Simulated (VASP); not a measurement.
# V4BrF (Pmm2) in VASP: single point with PBE

Aim: the single point of V4BrF with PBE.

Everything below comes from runs of VASP 6.6.1. Logs are shortened: lines on timing, memory, paths and dates and some standing lists are left out, and cuts for length are marked.

## (1) The cell of the first run

The structure is orthorhombic, space group Pmm2 (No. 25). The conventional cell has a = 2.809 Å, b = 4.282 Å, c = 7.273 Å, α = 90.00°, β = 90.00°, γ = 90.00°. V (site symmetry mm2) has 2 Br at 2.50 Å and 7 V at 2.67 to 2.81 Å and 2 F at 3.37 Å within 3.4 Å. Within 3.0 Å of V (site symmetry mm2) lie 2 F at 2.16 Å and 7 V at 2.51 to 2.84 Å and 2 Br at 2.97 Å. Within 2.9 Å of V (site symmetry mm2) lie 2 F at 2.09 Å and 2 Br at 2.55 Å and 7 V at 2.67 to 2.84 Å. V (site symmetry mm2) has 7 V at 2.51 to 2.81 Å and 2 Br at 2.57 Å and 2 F at 3.07 Å within 3.3 Å. Within 3.3 Å of Br (site symmetry mm2) lie 8 V at 2.50 to 2.97 Å and 2 Br at 2.81 Å. Within 2.9 Å of F (site symmetry mm2) lie 4 V at 2.09 to 2.16 Å and 2 F at 2.81 Å.

## (2) Single point, PBE, collinear spin, ferrimagnetic start

File INCAR:

```
SYSTEM = V4BrF
ALGO = Normal
EDIFF = 1E-6
ENCUT = 520
GGA = PE
ISIF = 2
ISMEAR = 0
ISPIN = 2
LASPH = .True.
LCHARG = .False.
LMAXMIX = 4
LORBIT = 11
LREAL = .False.
LWAVE = .False.
MAGMOM = -2 2 -2 -2 0 0
NBANDS = 46
NELM = 150
PREC = Accurate
SIGMA = 0.1
```

File KPOINTS:

```
k-points
0
Gamma
  4 4 4
  0 0 0
```

File POSCAR:

```
V4BrF
1.0
    4.2821091077      0.0000000000      0.0000000000
    0.0000000000      2.8090267606      0.0000000000
    0.0000000000      0.0000000000      7.2726667205
V Br F
4 1 1
Direct
    0.5000000000      0.0000000000      0.1734344492
    0.0000000000      0.5000000000      0.6367980830
    0.5000000000      0.0000000000      0.8064937657
    0.0000000000      0.5000000000      0.2920800501
    0.0000000000      0.0000000000     -0.0031596098
    0.5000000000      0.5000000000      0.5943532619
```

Potentials or basis: VASP PAW PBE potentials, release 64 (V_sv, Br, F).

Launch:

```
$ cat potpaw_PBE.64/V_sv/POTCAR potpaw_PBE.64/Br/POTCAR potpaw_PBE.64/F/POTCAR > POTCAR
$ mpirun -np 1 vasp_std > vasp.out
```

OUTCAR:

```text
SYSTEM = V4BrF
   EDIFF = 1E-6
   ENCUT = 520
   GGA = PE
   ISIF = 2
   ISMEAR = 0
   ISPIN = 2
   LASPH = .True.
   LORBIT = 11
   LREAL = .False.
   NELM = 150
   PREC = Accurate

 ion  position               nearest neighbor table
   1  0.500  0.000  0.173-   5 2.50   5 2.50   3 2.67   4 2.70   4 2.70   4 2.70   4 2.70
   2  0.000  0.500  0.637-   6 2.16   6 2.16   4 2.51   3 2.84   3 2.84   3 2.84   3 2.84
   3  0.500  0.000  0.806-   6 2.09   6 2.09   5 2.55   5 2.55   1 2.67   2 2.84   2 2.84   2 2.84
                             2 2.84
   4  0.000  0.500  0.292-   2 2.51   5 2.57   5 2.57   1 2.70   1 2.70   1 2.70   1 2.70
   5  0.000  0.000  0.997-   1 2.50   1 2.50   3 2.55   3 2.55   4 2.57   4 2.57
   6  0.500  0.500  0.594-   3 2.09   3 2.09   2 2.16   2 2.16

  LATTYP: Found a simple orthorhombic cell.
 ALAT       =     2.8090267606
 B/A-ratio  =     1.5244102220
 C/A-ratio  =     2.5890343312

  Lattice vectors:

 A1 = (   0.0000000000,  -2.8090267606,   0.0000000000)
 A2 = (   4.2821091077,   0.0000000000,   0.0000000000)
 A3 = (   0.0000000000,   0.0000000000,   7.2726667205)

Analysis of symmetry for initial positions (statically):
=====================================================================
 Subroutine PRICEL returns:
 Original cell was already a primitive cell.

 Routine SETGRP: Setting up the symmetry group for a
 simple orthorhombic supercell.

 Subroutine GETGRP returns: Found  4 space group operations
 (whereof  4 operations were pure point group operations)
 out of a pool of  8 trial point group operations.

The static configuration has the point symmetry C_2v.

Analysis of symmetry for dynamics (positions and initial velocities):
=====================================================================
 Subroutine PRICEL returns:
 Original cell was already a primitive cell.

 Routine SETGRP: Setting up the symmetry group for a
 simple orthorhombic supercell.

 Subroutine GETGRP returns: Found  4 space group operations
 (whereof  4 operations were pure point group operations)
 out of a pool of  8 trial point group operations.

The dynamic configuration has the point symmetry C_2v.

Analysis of structural, dynamic, and magnetic symmetry:
=====================================================================
 Subroutine PRICEL returns:
 Original cell was already a primitive cell.

 Routine SETGRP: Setting up the symmetry group for a
 simple orthorhombic supercell.

 Subroutine GETGRP returns: Found  4 space group operations
 (whereof  4 operations were pure point group operations)
 out of a pool of  8 trial point group operations.

The overall configuration has the point symmetry C_2v.

 Subroutine INISYM returns: Found  4 space group operations
 (whereof  4 operations are pure point group operations),
 and found     1 'primitive' translations

----------------------------------------------------------------------------------------

                                     Primitive cell

  volume of cell :      87.4797

  direct lattice vectors                    reciprocal lattice vectors
     4.282109108  0.000000000  0.000000000     0.233529781  0.000000000  0.000000000
     0.000000000  2.809026761  0.000000000     0.000000000  0.355995185  0.000000000
     0.000000000  0.000000000  7.272666721     0.000000000  0.000000000  0.137501145

  length of vectors
     4.282109108  2.809026761  7.272666721     0.233529781  0.355995185  0.137501145

  position of ions in fractional coordinates (direct lattice)
     0.500000000  0.000000000  0.173434449
     0.000000000  0.500000000  0.636798083
     0.500000000  0.000000000  0.806493766
     0.000000000  0.500000000  0.292080050
     0.000000000  0.000000000  0.996840390
     0.500000000  0.500000000  0.594353262

  ion indices of the primitive-cell ions
   primitive index   ion index
                 1           1
                 2           2
                 3           3
                 4           4
                 5           5
                 6           6

----------------------------------------------------------------------------------------

 KPOINTS: k-points

Automatic generation of k-mesh.
 Grid dimensions read from file:
 generate k-points for:    4    4    4

 Generating k-lattice:

  Cartesian coordinates                     Fractional coordinates (reciprocal lattice)
     0.058382445  0.000000000  0.000000000     0.250000000  0.000000000  0.000000000
     0.000000000  0.088998796  0.000000000     0.000000000  0.250000000  0.000000000
     0.000000000  0.000000000  0.034375286     0.000000000  0.000000000  0.250000000

  Length of vectors
     0.058382445  0.088998796  0.034375286

  Shift w.r.t. Gamma in fractional coordinates (k-lattice)
     0.000000000  0.000000000  0.000000000

 Subroutine IBZKPT returns following result:
 ===========================================

 Found     27 irreducible k-points:

 Following reciprocal coordinates:
            Coordinates               Weight
  0.000000  0.000000  0.000000      1.000000
  0.250000  0.000000  0.000000      2.000000
  0.500000  0.000000  0.000000      1.000000
  0.000000  0.250000  0.000000      2.000000
  0.250000  0.250000  0.000000      4.000000
  0.500000  0.250000  0.000000      2.000000
[... 16 lines left out ...]
  0.250000  0.250000  0.500000      4.000000
  0.500000  0.250000  0.500000      2.000000
 [... further k-points ...]
   k-points           NKPTS =     27   k-points in BZ     NKDIM =     27   number of bands    NBANDS=     46
   number of dos      NEDOS =    301   number of ions     NIONS =      6
   total plane-waves  NPLWV =  41472
   dimension x,y,z NGX =    32 NGY =   24 NGZ =   54
   dimension x,y,z NGXF=    64 NGYF=   48 NGZF=  108
   ions per type =               4   1   1
   NGX,Y,Z   is equivalent  to a cutoff of  12.42, 14.20, 12.34 a.u.
   NGXF,Y,Z  is equivalent  to a cutoff of  24.85, 28.41, 24.69 a.u.
 SYSTEM =  V4BrF
   PREC   = accura    normal or accurate (medium, high low for compatibility)
   ISTART =      0    job   : 0-new  1-cont  2-samecut
   ICHARG =      2    charge: 1-file 2-atom 10-const
   ISPIN  =      2    spin polarized calculation?
   LNONCOLLINEAR =      F non collinear calculations
   LSORBIT =      F    spin-orbit coupling
   LASPH  =      T    aspherical Exc in radial PAW
   ENCUT  =  520.0 eV  38.22 Ry    6.18 a.u.   7.96  5.22 13.52*2*pi/ulx,y,z
   NELM   =    150;   NELMIN=  2; NELMDL= -5     # of ELM steps
   EDIFF  = 0.1E-05   stopping-criterion for ELM
   LREAL  =      F    real-space projection
   EDIFFG = 0.1E-04   stopping-criterion for IOM
   NSW    =      0    number of steps for IOM
   IBRION =     -1    ionic relax: 0-MD 1-quasi-New 2-CG
   NFREE  =      0    steps in history (QN), initial steepest desc. (CG)
   ISIF   =      2    stress and relaxation
   ISYM   =      2    0-nonsym 1-usesym 2-fastsym
   POTIM  = 0.5000    time-step for ionic-motion
   TEBEG  =    0.0;   TEEND  =   0.0 temperature during run
   PSTRESS=    0.0 pullay stress
   NELECT =      66.0000    total number of electrons
   NUPDOWN=      -1.0000    fix difference up-down
   EMIN   =  10.00;   EMAX   =-10.00  energy-range for DOS
   EFERMI =   0.00;   METHOD = LEGACY
   ISMEAR =     0;   SIGMA  =   0.10  broadening in eV -4-tet -1-fermi 0-gaus
   EFERMI_NEDOS =   21; number of points for ismear=-14 and -15
   IALGO  =     38    algorithm
   IMIX   =      4    mixing-type and parameters
     AMIX     =   0.40;   BMIX     =  1.00
     AMIX_MAG =   1.60;   BMIX_MAG =  1.00
  volume/ion in A,a.u.               =      14.58        98.39
  Fermi-wavevector in a.u.,A,eV,Ry     =   1.490346  2.816345 30.220316  2.221131
  Thomas-Fermi vector in A             =   2.603139
   LORBIT       =     11    0 simple, 1 ext, 2 COOP (PROOUT), +10 PAW based schemes
   GGA     = PE    functional components
   LHFCALC =     F    Hartree Fock is set to
   AEXX    =    0.0000 exact exchange contribution
   IVDW    =     0    specifies the selected vdW correction
   LEPSILON=     F    determine dielectric tensor
   LRPA    =     F    only Hartree local field effects (RPA)
 spin polarized calculation
 Gauss-broadening in eV      SIGMA  =   0.10
  energy-cutoff  :      520.00
  volume of cell :       87.48
 maximum number of plane-waves:      2388
 NGX is ok and might be reduce to    32
   NGX = 15   NGY = 11   NGZ = 27

 number of electron      65.9999982 magnetization       0.0065041

 number of electron      65.9999982 magnetization      -0.0180540

 Free energy of the ion-electron system (eV)
  ---------------------------------------------------
  ext. energy  EPLUGINS =         0.00000000
  ---------------------------------------------------
  free energy    TOTEN  =       -38.03969221 eV

  energy without entropy =      -38.01142819  energy(sigma->0) =      -38.02556020

 E-fermi :   8.3273     XC(G=0): -11.7622

 val. band max:        8.3238157182   @ k =   0.2500   0.2500   0.5000
 cond. band min:       8.3633199768   @ k =   0.5000   0.2500   0.2500
 fundamental gap:      0.0395042585
 Fermi energy:         8.3273166629

 spin component 1

 k-point     1 :       0.0000    0.0000    0.0000
  band No.  band energies     occupation
      1     -56.0689      1.00000
      2     -55.9887      1.00000
      3     -55.8124      1.00000
      4     -55.5559      1.00000
      5     -30.1761      1.00000
      6     -30.0486      1.00000
[... 37 lines left out ...]
     44      10.3082      0.00000
     45      10.3573      0.00000

 k-point     2 :       0.2500    0.0000    0.0000
  band No.  band energies     occupation
      1     -56.0623      1.00000
      2     -55.9952      1.00000
      3     -55.8066      1.00000
      4     -55.5618      1.00000
      5     -30.1985      1.00000
      6     -30.0172      1.00000
[... 1048 lines left out ...]
 k-point    24 :       0.5000    0.2500    0.5000
  band No.  band energies     occupation
      1     -56.0364      1.00000
      2     -55.9867      1.00000
      3     -55.7840      1.00000
      4     -55.5507      1.00000
      5     -30.1961      1.00000
      6     -29.9858      1.00000
[... 37 lines left out ...]
     44      10.7080      0.00000
     45      11.2974      0.00000

 [... further k-points ...]

 spin component 2

 k-point     1 :       0.0000    0.0000    0.0000
  band No.  band energies     occupation
      1     -56.0812      1.00000
      2     -55.9892      1.00000
      3     -55.7999      1.00000
      4     -55.5700      1.00000
      5     -30.1767      1.00000
      6     -30.0596      1.00000
[... 37 lines left out ...]
     44      10.3001      0.00000
     45      10.3557      0.00000

 k-point     2 :       0.2500    0.0000    0.0000
  band No.  band energies     occupation
      1     -56.0757      1.00000
      2     -55.9947      1.00000
      3     -55.7935      1.00000
      4     -55.5765      1.00000
      5     -30.2005      1.00000
      6     -30.0264      1.00000
[... 1048 lines left out ...]
 k-point    24 :       0.5000    0.2500    0.5000
  band No.  band energies     occupation
      1     -56.0514      1.00000
      2     -55.9845      1.00000
      3     -55.7701      1.00000
      4     -55.5662      1.00000
      5     -30.1989      1.00000
      6     -29.9962      1.00000
[... 37 lines left out ...]
     44      10.7032      0.00000
     45      11.2963      0.00000

 [... further k-points ...]

 [bands above 45 left out]

------------------------ aborting loop because EDIFF is reached ----------------------------------------

  FORCE on cell =-STRESS in cart. coord.  units (eV):
  Direction    XX          YY          ZZ          XY          YZ          ZX
  --------------------------------------------------------------------------------------
  -------------------------------------------------------------------------------------
  Total        0.1126616      0.2153498      0.1649647      0.0000000      0.0000000      0.0000000
  in kB        2.0633801      3.9440992      3.0213035      0.0000000      0.0000000      0.0000000
  external PRESSURE =       3.0095943 kB  Pullay stress =       0.0000000 kB

 VOLUME and BASIS-vectors are now :
 -----------------------------------------------------------------------------
  energy-cutoff  :      520.00
  volume of cell :       87.48
      direct lattice vectors                 reciprocal lattice vectors
     4.282109108  0.000000000  0.000000000     0.233529781  0.000000000  0.000000000
     0.000000000  2.809026761  0.000000000     0.000000000  0.355995185  0.000000000
     0.000000000  0.000000000  7.272666721     0.000000000  0.000000000  0.137501145

 POSITION                                       TOTAL-FORCE (eV/Angst)
 -----------------------------------------------------------------------------------
      2.14105      0.00000      1.26133         0.000000      0.000000      0.004155
      0.00000      1.40451      4.63122         0.000000      0.000000      0.007745
      2.14105      0.00000      5.86536         0.000000      0.000000      0.031839
      0.00000      1.40451      2.12420         0.000000      0.000000      0.013144
      0.00000      0.00000      7.24969         0.000000      0.000000     -0.011371
      2.14105      1.40451      4.32253         0.000000      0.000000     -0.045512
 -----------------------------------------------------------------------------------
    total drift:                                0.000000      0.000000     -0.001482

  FREE ENERGIE OF THE ION-ELECTRON SYSTEM (eV)
  ---------------------------------------------------
  free  energy   TOTEN  =       -38.0396922150 eV

  energy  without entropy=      -38.0114281883  energy(sigma->0) =      -38.02556020

 total charge

# of ion       s       p       d       tot
------------------------------------------
    1        2.299   6.167   3.076  11.541
    2        2.263   6.120   3.069  11.452
    3        2.230   6.163   3.142  11.535
    4        2.304   6.154   3.113  11.571
    5        1.621   3.172   0.181   4.974
    6        1.747   4.324   0.000   6.071
--------------------------------------------------
tot         12.464  32.100  12.581  57.144

 magnetization (x)

# of ion       s       p       d       tot
------------------------------------------
    1        0.000   0.000   0.015   0.015
    2       -0.000  -0.000   0.003   0.003
    3       -0.000  -0.000  -0.015  -0.016
    4       -0.000  -0.000  -0.016  -0.017
    5       -0.000  -0.000   0.000  -0.000
    6       -0.000  -0.000   0.000  -0.000
--------------------------------------------------
tot         -0.000  -0.001  -0.014  -0.016
```

Run time: 11 min. Hardware: 1 thread of Intel Xeon Platinum 8175M at 2.50GHz (Skylake/Cascade Lake), shared host; peak memory 0.33 GiB.

What came out:

```
Free energy                                           : -38.0397 eV
Pressure                                              : 0.3 GPa
Largest force                                         : 0.046 eV/Å
Band gap on the k mesh                                : zero (filled and empty bands overlap)
Net moment                                            : -0.02 μB per cell
Valence electrons inside the program's atomic spheres : V 11.54, 11.45, 11.57 (each value once); Br 4.97; F 6.07
```

Forces in eV/Å, atoms in the order of the input:
```
V    0.000  0.000  0.004
V    0.000  0.000  0.008
V    0.000  0.000  0.032
V    0.000  0.000  0.013
Br   0.000  0.000 -0.011
F    0.000  0.000 -0.046
```

Caveat: the k points lie up to 0.56 Å⁻¹ apart, too coarse for converged energies and pressures of a metal; the moments typed at the start vanished in this run.

The gap in the log of VASP goes by the Fermi energy; the results here count the filled bands.